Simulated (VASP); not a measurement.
# WS2 in VASP: single point with r2SCAN

Aim: the single point of WS2 with r2SCAN.

Everything below comes from runs of VASP 6.6.1. Logs are shortened: lines on timing, memory, paths and dates and some standing lists are left out, and cuts for length are marked.

## (1) The cell of the first run

The cell holds a slab with vacuum, 3 atoms: a = 3.195 Å, b = 3.261 Å, c = 17.928 Å, α = 90.38°, β = 89.97°, γ = 123.01°.

## (2) Single point, r2SCAN (atoms moved at random and the cell strained at random)

File POSCAR:

```
WS2
1.0
    3.1935815812     -0.1037299696      0.0005256968
   -1.6866235794      2.7904842613     -0.0110269240
    0.0028012207     -0.0662305066     17.9280559549
W S
1 2
Direct
    0.3450488254      0.6251978752     -0.0039300368
    0.6419556331      0.2998543237      0.9167867969
    0.6796622082      0.4082811344      0.0871432399
```

File INCAR.step1:

```
ALGO = Normal
EDIFF = 1E-4
ENCUT = 520
GGA = PE
ISMEAR = 0
LASPH = True
LCHARG = False
LREAL = False
LWAVE = True
NBANDS = 20
NELM = 100
PREC = Accurate
SIGMA = 0.05
```

File INCAR.step2:

```
ALGO = Normal
EDIFF = 1E-7
ENCUT = 520
ISIF = 2
ISMEAR = 0
ISTART = 1
LASPH = True
LCHARG = False
LMIXTAU = True
LREAL = False
LWAVE = False
METAGGA = R2SCAN
NBANDS = 20
NELM = 100
PREC = Accurate
SIGMA = 0.05
```

File KPOINTS:

```
k-points
0
Gamma
  12 12 2
```

Potentials or basis: VASP PAW PBE potentials, release 64 (W_sv, S).

On the command line:

```
$ cat potpaw_PBE.64/W_sv/POTCAR potpaw_PBE.64/S/POTCAR > POTCAR
$ cp INCAR.step1 INCAR
$ mpirun -np 1 vasp_std > vasp.out
$ cp INCAR.step2 INCAR
$ mpirun -np 1 vasp_std > vasp.out
```

OUTCAR:

```text
EDIFF = 1E-7
   ENCUT = 520
   ISIF = 2
   ISMEAR = 0
   ISTART = 1
   LASPH = True
   LREAL = False
   METAGGA = R2SCAN
   NELM = 100
   PREC = Accurate

 ion  position               nearest neighbor table
   1  0.345  0.625  0.996-   2 2.26   3 2.27   2 2.35   2 2.36   3 2.46   3 2.70
   2  0.642  0.300  0.917-   1 2.26   1 2.35   1 2.36
   3  0.680  0.408  0.087-   1 2.27   1 2.46   1 2.70

  LATTYP: Found a triclinic cell.
 ALAT       =     3.2606169821
 B/A-ratio  =     0.9799574167
 C/A-ratio  =     5.4984006423
 COS(alpha) =     0.0004406146
 COS(beta)  =     0.0066242128
 COS(gamma) =     0.5447820692

  Lattice vectors:

 A1 = (   1.6866235794,  -2.7904842613,   0.0110269240)
 A2 = (   3.1935815812,  -0.1037299696,   0.0005256968)
 A3 = (   0.0028012207,  -0.0662305066,  17.9280559549)

Analysis of symmetry for initial positions (statically):
=====================================================================
 Subroutine PRICEL returns:
 Original cell was already a primitive cell.

 Routine SETGRP: Setting up the symmetry group for a
 triclinic supercell.

 Subroutine GETGRP returns: Found  1 space group operations
 (whereof  1 operations were pure point group operations)
 out of a pool of  2 trial point group operations.

The static configuration has the point symmetry C_1 .

Analysis of symmetry for dynamics (positions and initial velocities):
=====================================================================
 Subroutine PRICEL returns:
 Original cell was already a primitive cell.

 Routine SETGRP: Setting up the symmetry group for a
 triclinic supercell.

 Subroutine GETGRP returns: Found  1 space group operations
 (whereof  1 operations were pure point group operations)
 out of a pool of  2 trial point group operations.

The dynamic configuration has the point symmetry C_1 .

 Subroutine INISYM returns: Found  1 space group operations
 (whereof  1 operations are pure point group operations),
 and found     1 'primitive' translations

----------------------------------------------------------------------------------------

                                     Primitive cell

  volume of cell :     156.6295

  direct lattice vectors                    reciprocal lattice vectors
     3.193581581 -0.103729970  0.000525697     0.319398469  0.193053339  0.000663280
    -1.686623579  2.790484261 -0.011026924     0.011872870  0.365542263  0.001348545
     0.002801221 -0.066230507 17.928055955    -0.000002063  0.000219172  0.055779306

  length of vectors
     3.195265795  3.260616982 17.928178509     0.373209611  0.365737515  0.055779737

  position of ions in fractional coordinates (direct lattice)
     0.345048825  0.625197875  0.996069963
     0.641955633  0.299854324  0.916786797
     0.679662208  0.408281134  0.087143240

  ion indices of the primitive-cell ions
   primitive index   ion index
                 1           1
                 2           2
                 3           3

----------------------------------------------------------------------------------------

 KPOINTS: k-points

Automatic generation of k-mesh.
 Grid dimensions read from file:
 generate k-points for:   12   12    2

 Generating k-lattice:

  Cartesian coordinates                     Fractional coordinates (reciprocal lattice)
     0.026616539  0.016087778  0.000055273     0.083333333 -0.000000000  0.000000000
     0.000989406  0.030461855  0.000112379    -0.000000000  0.083333333 -0.000000000
    -0.000001031  0.000109586  0.027889653     0.000000000  0.000000000  0.500000000

  Length of vectors
     0.031100801  0.030478126  0.027889868

  Shift w.r.t. Gamma in fractional coordinates (k-lattice)
     0.000000000  0.000000000  0.000000000

 Subroutine IBZKPT returns following result:
 ===========================================

 Found    148 irreducible k-points:

 Following reciprocal coordinates:
            Coordinates               Weight
  0.000000  0.000000  0.000000      1.000000
  0.083333 -0.000000  0.000000      2.000000
  0.166667 -0.000000  0.000000      2.000000
  0.250000  0.000000  0.000000      2.000000
  0.333333 -0.000000  0.000000      2.000000
  0.416667 -0.000000  0.000000      2.000000
[... 16 lines left out ...]
  0.250000  0.166667 -0.000000      2.000000
  0.333333  0.166667  0.000000      2.000000
 [... further k-points ...]
   k-points           NKPTS =    148   k-points in BZ     NKDIM =    148   number of bands    NBANDS=     20
   number of dos      NEDOS =    301   number of ions     NIONS =      3
   total plane-waves  NPLWV =  80640
   dimension x,y,z NGX =    24 NGY =   24 NGZ =  140
   dimension x,y,z NGXF=    48 NGYF=   48 NGZF=  280
   ions per type =               1   2
   NGX,Y,Z   is equivalent  to a cutoff of  12.49, 12.24, 12.98 a.u.
   NGXF,Y,Z  is equivalent  to a cutoff of  24.97, 24.47, 25.96 a.u.
 SYSTEM =  unknown system
   PREC   = accura    normal or accurate (medium, high low for compatibility)
   ISTART =      1    job   : 0-new  1-cont  2-samecut
   ICHARG =      0    charge: 1-file 2-atom 10-const
   ISPIN  =      1    spin polarized calculation?
   LNONCOLLINEAR =      F non collinear calculations
   LSORBIT =      F    spin-orbit coupling
   LASPH  =      T    aspherical Exc in radial PAW
   ENCUT  =  520.0 eV  38.22 Ry    6.18 a.u.   5.94  6.06 33.33*2*pi/ulx,y,z
   NELM   =    100;   NELMIN=  2; NELMDL=  0     # of ELM steps
   EDIFF  = 0.1E-06   stopping-criterion for ELM
   LREAL  =      F    real-space projection
   EDIFFG = 0.1E-05   stopping-criterion for IOM
   NSW    =      0    number of steps for IOM
   IBRION =     -1    ionic relax: 0-MD 1-quasi-New 2-CG
   NFREE  =      0    steps in history (QN), initial steepest desc. (CG)
   ISIF   =      2    stress and relaxation
   ISYM   =      2    0-nonsym 1-usesym 2-fastsym
   POTIM  = 0.5000    time-step for ionic-motion
   TEBEG  =    0.0;   TEEND  =   0.0 temperature during run
   PSTRESS=    0.0 pullay stress
   NELECT =      26.0000    total number of electrons
   NUPDOWN=      -1.0000    fix difference up-down
   EMIN   =  10.00;   EMAX   =-10.00  energy-range for DOS
   EFERMI =   0.00;   METHOD = LEGACY
   ISMEAR =     0;   SIGMA  =   0.05  broadening in eV -4-tet -1-fermi 0-gaus
   EFERMI_NEDOS =   21; number of points for ismear=-14 and -15
   IALGO  =     38    algorithm
   IMIX   =      4    mixing-type and parameters
     AMIX     =   0.40;   BMIX     =  1.00
     AMIX_MAG =   1.60;   BMIX_MAG =  1.00
  volume/ion in A,a.u.               =      52.21       352.33
  Fermi-wavevector in a.u.,A,eV,Ry     =   0.899721  1.700227 11.013898  0.809499
  Thomas-Fermi vector in A             =   2.022590
   LORBIT       =      0    0 simple, 1 ext, 2 COOP (PROOUT), +10 PAW based schemes
   METAGGA = R2SCAN    functional components
   LHFCALC =     F    Hartree Fock is set to
   AEXX    =    0.0000 exact exchange contribution
   IVDW    =     0    specifies the selected vdW correction
   LEPSILON=     F    determine dielectric tensor
   LRPA    =     F    only Hartree local field effects (RPA)
 non-spin polarized calculation
 Gauss-broadening in eV      SIGMA  =   0.05
  energy-cutoff  :      520.00
  volume of cell :      156.63
 maximum number of plane-waves:      4268
   NGX = 11   NGY = 13   NGZ = 67

 number of electron      25.9999999 magnetization

 Free energy of the ion-electron system (eV)
  ---------------------------------------------------
  ext. energy  EPLUGINS =         0.00000000
  ---------------------------------------------------
  free energy    TOTEN  =       -69.14235845 eV

  energy without entropy =      -69.14235845  energy(sigma->0) =      -69.14235845

 E-fermi :  -1.0866     XC(G=0):  -4.3276

 val. band max:       -1.4312015621   @ k =   0.0000   0.0000   0.0000
 cond. band min:      -0.1127808812   @ k =   0.0833   0.0833   0.0000
 fundamental gap:      1.3184206809
 Fermi energy:        -1.0866097961

 k-point     1 :       0.0000    0.0000    0.0000
  band No.  band energies     occupation
      1     -77.5269      2.00000
      2     -41.1866      2.00000
      3     -41.0671      2.00000
      4     -40.9235      2.00000
      5     -17.3148      2.00000
      6     -15.3901      2.00000
[... 12 lines left out ...]
     19       4.4566      0.00000
     20       4.7914      0.00000

 k-point     2 :       0.0833   -0.0000    0.0000
  band No.  band energies     occupation
      1     -77.5252      2.00000
      2     -41.1816      2.00000
      3     -41.0767      2.00000
      4     -40.9496      2.00000
      5     -17.1871      2.00000
      6     -15.3421      2.00000
[... 12 lines left out ...]
     19       4.6138      0.00000
     20       5.1580      0.00000

 k-point     3 :       0.1667   -0.0000    0.0000
  band No.  band energies     occupation
      1     -77.5208      2.00000
      2     -41.1679      2.00000
      3     -41.1080      2.00000
      4     -41.0149      2.00000
      5     -16.8253      2.00000
      6     -15.2045      2.00000
[... 12 lines left out ...]
     19       5.0527      0.00000
     20       5.7320      0.00000

 k-point     4 :       0.2500    0.0000    0.0000
  band No.  band energies     occupation
      1     -77.5147      2.00000
      2     -41.1766      2.00000
      3     -41.1487      2.00000
      4     -41.0771      2.00000
      5     -16.2947      2.00000
      6     -14.9967      2.00000
[... 429 lines left out ...]
 k-point    23 :       0.2500    0.1667   -0.0000
  band No.  band energies     occupation
      1     -77.5066      2.00000
      2     -41.2674      2.00000
      3     -41.1647      2.00000
      4     -41.1162      2.00000
      5     -15.5301      2.00000
      6     -14.5633      2.00000
[... 12 lines left out ...]
     19       6.7154      0.00000
     20       6.9053      0.00000

 k-point    24 :       0.3333    0.1667    0.0000
  band No.  band energies     occupation
      1     -77.5032      2.00000
      2     -41.3147      2.00000
      3     -41.1920      2.00000
      4     -41.1051      2.00000
      5     -15.1208      2.00000
      6     -14.3979      2.00000
[... 12 lines left out ...]
     19       6.7903      0.00000
     20       7.6275      0.00000

 [... further k-points ...]

------------------------ aborting loop because EDIFF is reached ----------------------------------------

  FORCE on cell =-STRESS in cart. coord.  units (eV):
  Direction    XX          YY          ZZ          XY          YZ          ZX
  --------------------------------------------------------------------------------------
  -------------------------------------------------------------------------------------
  Total        2.5330458      2.2794352      4.2274437      1.3007464     -2.6637592      1.3105862
  in kB       25.9107524     23.3165469     43.2428994     13.3054511    -27.2478312     13.4061030
  external PRESSURE =      30.8233996 kB  Pullay stress =       0.0000000 kB

 VOLUME and BASIS-vectors are now :
 -----------------------------------------------------------------------------
  energy-cutoff  :      520.00
  volume of cell :      156.63
      direct lattice vectors                 reciprocal lattice vectors
     3.193581581 -0.103729970  0.000525697     0.319398469  0.193053339  0.000663280
    -1.686623579  2.790484261 -0.011026924     0.011872870  0.365542263  0.001348545
     0.002801221 -0.066230507 17.928055955    -0.000002063  0.000219172  0.055779306

 POSITION                                       TOTAL-FORCE (eV/Angst)
 -----------------------------------------------------------------------------------
      0.05026      1.64284     17.85089        -2.874036      2.858943      2.576372
      1.54696      0.70943     16.43324         1.105621     -0.659093     -2.765508
      1.48218      1.06303      1.55816         1.768415     -2.199850      0.189137
 -----------------------------------------------------------------------------------
    total drift:                               -0.000029     -0.000109      0.000418

  FREE ENERGIE OF THE ION-ELECTRON SYSTEM (eV)
  ---------------------------------------------------
  free  energy   TOTEN  =       -69.1423584507 eV

  energy  without entropy=      -69.1423584507  energy(sigma->0) =      -69.14235845
```

Wall time 14 min (1 thread of Intel Xeon 6975P-C (Granite Rapids), shared host); peak memory 0.59 GiB.

Results:

```yaml
Free_energy: -69.1424 eV
Largest_force: 4.803 eV/Å
Band_gap_on_the_k_mesh: 1.32 eV (least direct gap 1.37 eV)
```

Forces on the atoms (eV/Å):
```
W   -2.874  2.859  2.576
S    1.106 -0.659 -2.766
S    1.768 -2.200  0.189
```

Caveat: the cell differs from its parent crystal (atoms moved at random and the cell strained at random); there is no dipole correction, which matters where the two faces differ; the PAW data sets were made with another functional, which shifts forces and pressure a little; spin-orbit coupling is left out, which moves the levels of the heavy elements.
